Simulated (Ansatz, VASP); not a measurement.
**V in VASP and in Ansatz**

The input INCAR:

```
SYSTEM = V
ALGO = Normal
EDIFF = 1E-7
ENCUT = 520
GGA = PS
ISIF = 2
ISMEAR = -1
ISPIN = 2
LASPH = .TRUE.
LCHARG = .FALSE.
LMAXMIX = 4
LORBIT = 11
LREAL = .FALSE.
LWAVE = .FALSE.
MAGMOM = 2
NBANDS = 16
NELM = 150
NUPDOWN = 2.0
PREC = Accurate
SIGMA = 0.05
```

Contents of KPOINTS:

```
k-points
0
G
  10 10 10
  0 0 0
```

The input POSCAR:

```
V
1.0
   -1.5143500000      1.5143500000      1.5143500000
    1.5143500000     -1.5143500000      1.5143500000
    1.5143500000      1.5143500000     -1.5143500000
V
1
Direct
    0.0000000000      0.0000000000      0.0000000000
```

File input.yaml:

```yaml
crystal:
  lattice:
    - [-1.51435, 1.51435, 1.51435]
    - [1.51435, -1.51435, 1.51435]
    - [1.51435, 1.51435, -1.51435]
  atoms:
    - { symbol: V, position: [0.0, 0.0, 0.0], spin: 2.0 }
hamiltonian:
  xc: pbesol
  pseudopotentials: { kind: paw }
magnetization:
  spin_polarized: true
  initial_magnetization: 2.0
  spin_locking: { lock_magnetization: hard }
kpoints:
  mp_grid: { grid: [10, 10, 10] }
scf:
  occupations: { method: fermi_dirac, width: 0.05 }
  lower_state_search: "off"
output:
  forces: true
  stress: true
  eigenvalues: true
```

Alike in both runs: task single point; functional PBEsol; k mesh 10 × 10 × 10; occupations fermi-dirac, width 0.05 eV; collinear spin; fixed moment 2 μB.

|  | VASP | Ansatz |
| --- | --- | --- |
| version | VASP 6.6.1 | Ansatz 0.2.0 |
| potentials or method | VASP PAW PBE potentials, release 64 (V_sv) | Ansatz PAW |
| plane-wave cutoff (eV) | 520 | 420 |
| valence electrons in the cell | 13 | 13 |

```csv
,VASP,Ansatz,Ansatz less VASP
pressure (GPa),8.8,8.6,-0.19
net moment per atom (μB),2.00,2.00,0.000
size of the moment on the site where the two differ most (μB),1.68,1.61,-0.075
```

VASP's potentials were made for PBE, not for PBEsol. Site moments also hang on the region over which each program counts them.
